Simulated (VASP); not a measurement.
# Ti6Si in VASP: further runs

Ti6Si is run at these levels: PBE; tasks: single point.

Program: VASP 6.6.1. These are calculated values, not measurements. Logs are shortened: lines on timing, memory, paths and dates and some standing lists are left out, and cuts for length are marked.

**1. The cell of the first run**

The cell holds a slab with vacuum, 7 atoms: a = 2.832 Å, b = 4.579 Å, c = 22.051 Å, α = 90.00°, β = 90.00°, γ = 90.00°.

**2. Single point, PBE**

Input file INCAR:

```
PREC = Accurate ; ENCUT = 520
EDIFF = 1E-6 ; ISMEAR = 0
SIGMA = 0.1 ; LREAL = False
LASPH = True ; NELM = 60
ALGO = Normal ; ISIF = 2
LWAVE = False ; LCHARG = False
LDIPOL = True ; IDIPOL = 3
DIPOL = 0.5 0.5 0.366 ; GGA = PE
NBANDS = 47
```

Input file KPOINTS:

```
regular mesh
0
Gamma
  9 6 1
```

Input file POSCAR:

```
Ti6Si
1.0
    2.8319727849      0.0000000000      0.0000000000
    0.0000000000      4.5793473376      0.0000000000
    0.0000000000      0.0000000000     22.0506931396
Ti Si
6 1
Direct
    0.5000000000      0.0000000000      0.1814001934
    0.0000000000      0.5000000000      0.2413504045
    0.5000000000      0.0000000000      0.3013006156
    0.5000000000      0.5000000000      0.3625816749
    0.0000000000      0.0000000000      0.4208168374
    0.5000000000      0.5000000000      0.4784744440
    1.0000000000      0.5000000000      0.5735762282
```

Potentials or basis: VASP PAW PBE potentials, release 64 (Ti_sv, Si).

Started as:

```bash
> cat potpaw_PBE.64/Ti_sv/POTCAR potpaw_PBE.64/Si/POTCAR > POTCAR
> mpirun -np 1 vasp_std > vasp.out
```

OUTCAR:

```text
PREC = Accurate
   ENCUT = 520
   EDIFF = 1E-6
   ISMEAR = 0
   LREAL = False
   LASPH = True
   NELM = 60
   ISIF = 2
   GGA = PE

 ion  position               nearest neighbor table
   1  0.500  0.000  0.181-   3 2.64
   2  0.000  0.500  0.241-
   3  0.500  0.000  0.301-   1 2.64   4 2.66   4 2.66
   4  0.500  0.500  0.363-   6 2.56   3 2.66   3 2.66
   5  0.000  0.000  0.421-
   6  0.500  0.500  0.478-   7 2.53   7 2.53   4 2.56
   7  0.000  0.500  0.574-   6 2.53   6 2.53

  LATTYP: Found a simple orthorhombic cell.
 ALAT       =     2.8319727849
 B/A-ratio  =     1.6170167178
 C/A-ratio  =     7.7863365274

  Lattice vectors:

 A1 = (   2.8319727849,   0.0000000000,   0.0000000000)
 A2 = (   0.0000000000,   4.5793473376,   0.0000000000)
 A3 = (   0.0000000000,   0.0000000000,  22.0506931396)

Analysis of symmetry for initial positions (statically):
=====================================================================
 Subroutine PRICEL returns:
 Original cell was already a primitive cell.

 Routine SETGRP: Setting up the symmetry group for a
 simple orthorhombic supercell.

 Subroutine GETGRP returns: Found  4 space group operations
 (whereof  4 operations were pure point group operations)
 out of a pool of  8 trial point group operations.

The static configuration has the point symmetry C_2v.

Analysis of symmetry for dynamics (positions and initial velocities):
=====================================================================
 Subroutine PRICEL returns:
 Original cell was already a primitive cell.

 Routine SETGRP: Setting up the symmetry group for a
 simple orthorhombic supercell.

 Subroutine GETGRP returns: Found  4 space group operations
 (whereof  4 operations were pure point group operations)
 out of a pool of  8 trial point group operations.

The dynamic configuration has the point symmetry C_2v.

 Subroutine INISYM returns: Found  4 space group operations
 (whereof  4 operations are pure point group operations),
 and found     1 'primitive' translations

----------------------------------------------------------------------------------------

                                     Primitive cell

  volume of cell :     285.9663

  direct lattice vectors                    reciprocal lattice vectors
     2.831972785  0.000000000  0.000000000     0.353110738  0.000000000  0.000000000
     0.000000000  4.579347338  0.000000000     0.000000000  0.218371730  0.000000000
     0.000000000  0.000000000 22.050693140     0.000000000  0.000000000  0.045350048

  length of vectors
     2.831972785  4.579347338 22.050693140     0.353110738  0.218371730  0.045350048

  position of ions in fractional coordinates (direct lattice)
     0.500000000  0.000000000  0.181400193
     0.000000000  0.500000000  0.241350404
     0.500000000  0.000000000  0.301300616
     0.500000000  0.500000000  0.362581675
     0.000000000  0.000000000  0.420816837
     0.500000000  0.500000000  0.478474444
     0.000000000  0.500000000  0.573576228

  ion indices of the primitive-cell ions
   primitive index   ion index
                 1           1
                 2           2
                 3           3
                 4           4
                 5           5
                 6           6
                 7           7

----------------------------------------------------------------------------------------

 KPOINTS: regular mesh

Automatic generation of k-mesh.
 Grid dimensions read from file:
 generate k-points for:    9    6    1

 Generating k-lattice:

  Cartesian coordinates                     Fractional coordinates (reciprocal lattice)
     0.039234526  0.000000000  0.000000000     0.111111111  0.000000000  0.000000000
     0.000000000  0.036395288  0.000000000     0.000000000  0.166666667  0.000000000
     0.000000000  0.000000000  0.045350048     0.000000000  0.000000000  1.000000000

  Length of vectors
     0.039234526  0.036395288  0.045350048

  Shift w.r.t. Gamma in fractional coordinates (k-lattice)
     0.000000000  0.000000000  0.000000000

 Subroutine IBZKPT returns following result:
 ===========================================

 Found     20 irreducible k-points:

 Following reciprocal coordinates:
            Coordinates               Weight
  0.000000  0.000000  0.000000      1.000000
  0.111111  0.000000  0.000000      2.000000
  0.222222  0.000000  0.000000      2.000000
  0.333333  0.000000  0.000000      2.000000
  0.444444  0.000000  0.000000      2.000000
  0.000000  0.166667  0.000000      2.000000
[... 12 lines left out ...]
  0.333333  0.500000  0.000000      2.000000
  0.444444  0.500000  0.000000      2.000000
   k-points           NKPTS =     20   k-points in BZ     NKDIM =     20   number of bands    NBANDS=     47
   number of dos      NEDOS =    301   number of ions     NIONS =      7
   total plane-waves  NPLWV = 145152
   dimension x,y,z NGX =    24 NGY =   36 NGZ =  168
   dimension x,y,z NGXF=    48 NGYF=   72 NGZF=  336
   ions per type =               6   1
   NGX,Y,Z   is equivalent  to a cutoff of  14.09, 13.07, 12.67 a.u.
   NGXF,Y,Z  is equivalent  to a cutoff of  28.18, 26.14, 25.33 a.u.
 SYSTEM =  unknown system
   PREC   = accura    normal or accurate (medium, high low for compatibility)
   ISTART =      0    job   : 0-new  1-cont  2-samecut
   ICHARG =      2    charge: 1-file 2-atom 10-const
   ISPIN  =      1    spin polarized calculation?
   LNONCOLLINEAR =      F non collinear calculations
   LSORBIT =      F    spin-orbit coupling
   LASPH  =      T    aspherical Exc in radial PAW
   ENCUT  =  520.0 eV  38.22 Ry    6.18 a.u.   5.27  8.51 41.00*2*pi/ulx,y,z
   NELM   =     60;   NELMIN=  2; NELMDL= -5     # of ELM steps
   EDIFF  = 0.1E-05   stopping-criterion for ELM
   LREAL  =      F    real-space projection
   EDIFFG = 0.1E-04   stopping-criterion for IOM
   NSW    =      0    number of steps for IOM
   IBRION =     -1    ionic relax: 0-MD 1-quasi-New 2-CG
   NFREE  =      0    steps in history (QN), initial steepest desc. (CG)
   ISIF   =      2    stress and relaxation
   ISYM   =      2    0-nonsym 1-usesym 2-fastsym
   POTIM  = 0.5000    time-step for ionic-motion
   TEBEG  =    0.0;   TEEND  =   0.0 temperature during run
   PSTRESS=    0.0 pullay stress
   NELECT =      76.0000    total number of electrons
   NUPDOWN=      -1.0000    fix difference up-down
   EMIN   =  10.00;   EMAX   =-10.00  energy-range for DOS
   EFERMI =   0.00;   METHOD = LEGACY
   ISMEAR =     0;   SIGMA  =   0.10  broadening in eV -4-tet -1-fermi 0-gaus
   EFERMI_NEDOS =   21; number of points for ismear=-14 and -15
   IALGO  =     38    algorithm
   IMIX   =      4    mixing-type and parameters
     AMIX     =   0.40;   BMIX     =  1.00
     AMIX_MAG =   1.60;   BMIX_MAG =  1.00
  volume/ion in A,a.u.               =      40.85       275.69
  Fermi-wavevector in a.u.,A,eV,Ry     =   1.052546  1.989023 15.073254  1.107853
  Thomas-Fermi vector in A             =   2.187633
   LORBIT       =      0    0 simple, 1 ext, 2 COOP (PROOUT), +10 PAW based schemes
   GGA     = PE    functional components
   LHFCALC =     F    Hartree Fock is set to
   AEXX    =    0.0000 exact exchange contribution
   IVDW    =     0    specifies the selected vdW correction
   LEPSILON=     F    determine dielectric tensor
   LRPA    =     F    only Hartree local field effects (RPA)
 non-spin polarized calculation
 Gauss-broadening in eV      SIGMA  =   0.10
  energy-cutoff  :      520.00
  volume of cell :      285.97
 maximum number of plane-waves:      7748
 NGX is ok and might be reduce to    24
   NGX = 11   NGY = 17   NGZ = 81

 dipolmoment           0.000000      0.000000     -0.034346 electrons x Angstroem

 number of electron      76.0000000 magnetization

 dipolmoment           0.000000      0.000000      0.108307 electrons x Angstroem

 Free energy of the ion-electron system (eV)
  ---------------------------------------------------
  ext. energy  EPLUGINS =         0.00000000
  ---------------------------------------------------
  free energy    TOTEN  =       -48.46055221 eV

  energy without entropy =      -48.41196879  energy(sigma->0) =      -48.43626050

 E-fermi :   1.1439     XC(G=0):  -5.8849

 val. band max:        1.1393267507   @ k =   0.2222   0.1667   0.0000
 cond. band min:       1.1648685146   @ k =   0.3333   0.5000   0.0000
 fundamental gap:      0.0255417639
 Fermi energy:         1.1438863447

 k-point     1 :       0.0000    0.0000    0.0000
  band No.  band energies     occupation
      1     -55.8322      2.00000
      2     -55.7175      2.00000
      3     -55.7077      2.00000
      4     -55.4702      2.00000
      5     -55.3779      2.00000
      6     -55.3072      2.00000
[... 39 lines left out ...]
     46       2.3257      0.00000
     47       2.7355      0.00000

 k-point     2 :       0.1111    0.0000    0.0000
  band No.  band energies     occupation
      1     -55.8250      2.00000
      2     -55.7115      2.00000
      3     -55.7009      2.00000
      4     -55.4645      2.00000
      5     -55.3719      2.00000
      6     -55.3010      2.00000
[... 39 lines left out ...]
     46       2.2333      0.00000
     47       2.5883      0.00000

 k-point     3 :       0.2222    0.0000    0.0000
  band No.  band energies     occupation
      1     -55.8068      2.00000
      2     -55.6968      2.00000
      3     -55.6834      2.00000
      4     -55.4501      2.00000
      5     -55.3566      2.00000
      6     -55.2852      2.00000
[... 39 lines left out ...]
     46       2.4178      0.00000
     47       2.4870      0.00000

 k-point     4 :       0.3333    0.0000    0.0000
  band No.  band energies     occupation
      1     -55.7860      2.00000
      2     -55.6802      2.00000
      3     -55.6631      2.00000
      4     -55.4338      2.00000
      5     -55.3391      2.00000
      6     -55.2671      2.00000
[... 739 lines left out ...]
     46       2.2466      0.00000
     47       2.3252      0.00000

 k-point    19 :       0.3333    0.5000    0.0000
  band No.  band energies     occupation
      1     -55.7838      2.00000
      2     -55.6816      2.00000
      3     -55.6614      2.00000
      4     -55.4043      2.00000
      5     -55.3615      2.00000
      6     -55.2771      2.00000
[... 39 lines left out ...]
     46       2.3895      0.00000
     47       2.4176      0.00000

 k-point    20 :       0.4444    0.5000    0.0000
  band No.  band energies     occupation
      1     -55.7719      2.00000
      2     -55.6697      2.00000
      3     -55.6494      2.00000
      4     -55.3925      2.00000
      5     -55.3492      2.00000
      6     -55.2652      2.00000
[... 39 lines left out ...]
     46       2.3402      0.00000
     47       2.3981      0.00000

------------------------ aborting loop because EDIFF is reached ----------------------------------------

 vacuum level on the upper side and lower side of the slab       (xc-potential included)         0.501        -0.943

  FORCE on cell =-STRESS in cart. coord.  units (eV):
  Direction    XX          YY          ZZ          XY          YZ          ZX
  --------------------------------------------------------------------------------------
  -------------------------------------------------------------------------------------
  Total       -3.6244355     -4.7740478     -1.0031406      0.0000000      0.0000000      0.0000000
  in kB      -20.3065458    -26.7474534     -5.6202740      0.0000000      0.0000000      0.0000000
  external PRESSURE =     -17.5580911 kB  Pullay stress =       0.0000000 kB

 VOLUME and BASIS-vectors are now :
 -----------------------------------------------------------------------------
  energy-cutoff  :      520.00
  volume of cell :      285.97
      direct lattice vectors                 reciprocal lattice vectors
     2.831972785  0.000000000  0.000000000     0.353110738  0.000000000  0.000000000
     0.000000000  4.579347338  0.000000000     0.000000000  0.218371730  0.000000000
     0.000000000  0.000000000 22.050693140     0.000000000  0.000000000  0.045350048

 POSITION                                       TOTAL-FORCE (eV/Angst)
 -----------------------------------------------------------------------------------
      1.41599      0.00000      4.00000         0.000000      0.000000      0.394619
      0.00000      2.28967      5.32194         0.000000      0.000000     -0.045785
      1.41599      0.00000      6.64389         0.000000      0.000000     -0.445860
      1.41599      2.28967      7.99518         0.000000      0.000000      0.253579
      0.00000      0.00000      9.27930         0.000000      0.000000     -0.210479
      1.41599      2.28967     10.55069         0.000000      0.000000      0.047210
      0.00000      2.28967     12.64775         0.000000      0.000000      0.006715
 -----------------------------------------------------------------------------------
    total drift:                                0.000000      0.000000      0.000154

  FREE ENERGIE OF THE ION-ELECTRON SYSTEM (eV)
  ---------------------------------------------------
  free  energy   TOTEN  =       -48.4605522144 eV

  energy  without entropy=      -48.4119687893  energy(sigma->0) =      -48.43626050

 vacuum level on the upper side and lower side of the slab         5.848         4.350
```

Wall time 5.9 min (1 thread of Intel Xeon 6975P-C (Granite Rapids), shared host); peak memory 0.46 GiB.

Results:

```
Free energy            : -48.4606 eV
Largest force          : 0.446 eV/Å
Band gap on the k mesh : zero (bands 38 and 39 overlap by 0.20 eV)
```

Forces in eV/Å, atoms in the order of the input:
```
Ti   0.000  0.000  0.395
Ti   0.000  0.000 -0.046
Ti   0.000  0.000 -0.446
Ti   0.000  0.000  0.254
Ti   0.000  0.000 -0.210
Ti   0.000  0.000  0.047
Si   0.000  0.000  0.007
```

**3. Single point, PBE**

Input file INCAR:

```
SYSTEM = Ti6Si
PREC = Accurate
ENCUT = 520
EDIFF = 1E-6
ISMEAR = 0
SIGMA = 0.1
LREAL = .FALSE.
LASPH = .TRUE.
NELM = 100
ALGO = Normal
ISIF = 2
LWAVE = .FALSE.
LCHARG = .TRUE.
LDIPOL = .TRUE.
IDIPOL = 3
DIPOL = 0.5 0.5 0.359
GGA = PE
LELF = .TRUE.
LVHAR = .TRUE.
LVACPOTAV = .TRUE.
NBANDS = 47
```

Input file KPOINTS:

```
Automatic mesh
0
G
  9 6 1
  0 0 0
```

Changes to POSCAR since step 2:

```diff
@@ -14,2 +14,2 @@
     0.5000000000      0.5000000000      0.4784744440
-    1.0000000000      0.5000000000      0.5735762282
+    0.5000000000      1.0000000000      0.5279503673
```

Potentials or basis: VASP PAW PBE potentials, release 64 (Ti_sv, Si).

Started as:

```bash
> cat potpaw_PBE.64/Ti_sv/POTCAR potpaw_PBE.64/Si/POTCAR > POTCAR
> mpirun -np 1 vasp_std > vasp.out
```

Wall time 5.2 min (1 thread of Intel Xeon 6975P-C (Granite Rapids), shared host); peak memory 0.46 GiB.

It converged, with:

- Free energy: -49.7944 eV
- Largest force: 0.434 eV/Å
- Band gap on the k mesh: zero (bands 38 and 39 overlap by 0.18 eV)

Forces in eV/Å, atoms in the order of the input:
```
Ti   0.000  0.000  0.376
Ti   0.000  0.000  0.053
Ti   0.000  0.000 -0.338
Ti   0.000  0.000 -0.434
Ti   0.000  0.000  0.045
Ti   0.000  0.000  0.300
Si   0.000  0.000 -0.002
```

Levels at points of the mesh, in eV from the Fermi level:
| k point | band 34 | band 35 | band 36 | band 37 | band 38 | band 39 | band 40 | band 41 | band 42 | band 43 |
| --- | --- | --- | --- | --- | --- | --- | --- | --- | --- | --- |
| (0.00, 0.00, 0.00) | -0.78 | -0.71 | -0.52 | -0.20 | -0.06 | 0.17 | 0.22 | 0.35 | 0.58 | 0.82 |
| (0.00, 0.50, 0.00) | -0.57 | -0.50 | -0.31 | -0.21 | -0.20 | 0.11 | 0.21 | 0.33 | 0.34 | 0.51 |

The gap in the log of VASP goes by the Fermi energy; the results here count the filled bands.